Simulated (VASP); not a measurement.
# ZrB2: single point with revPBE+D3(BJ)

Crystal: ZrB2.

```xyz
3
Lattice="3.2322 0.0000 0.0000 -1.6161 2.7991 0.0000 0.0000 0.0000 3.6023" Properties=species:S:1:pos:R:3 pbc="T T T"
Zr    0.0000    0.0000    0.0000
B     1.6161    0.9330    1.8011
B     0.0000    1.8661    1.8011
```

* Program: VASP 6.6.1
* Task: single point
* Functional: revPBE
* Dispersion: D3(BJ)
* Potentials or basis: VASP PAW PBE potentials, release 64 (Zr_sv, B)
* Cutoff: 520 eV
* k mesh: 10 × 10 × 8
* Occupations: fermi-dirac, width 0.05 eV
* Spin: no spin polarisation

```json
{
 "Pressure": "-19.7 GPa",
 "Band gap on the k mesh": "zero (bands 9 and 10 overlap by 0.74 eV)",
 "Dispersion energy per atom": "-0.696 eV"
}
```

Stress tensor (GPa, compression positive):
```
-20.72   0.00   0.00
  0.00 -20.72   0.00
  0.00   0.00 -17.79
```

Levels at points of the mesh, in eV from the Fermi level:
```
           k point  band 7  band 8  band 9  band 10  band 11  band 12
(0.00, 0.00, 0.00)   -2.44   -2.38   -2.30     3.21     3.21     3.98
(0.50, 0.00, 0.00)   -3.63   -2.91   -2.45     2.20     2.21     4.62
(0.00, 0.00, 0.50)   -0.86   -0.86    0.38     0.38     0.80     0.80
(0.50, 0.00, 0.50)   -4.33   -3.87   -2.06     3.53     3.83     4.96
```

It took 49 s on 1 thread of Intel Xeon 8259CL (shared host), peak memory 0.18 GiB.

Caveat: the cell stands under tension; the PAW data sets were made with another functional, which shifts forces and pressure a little.
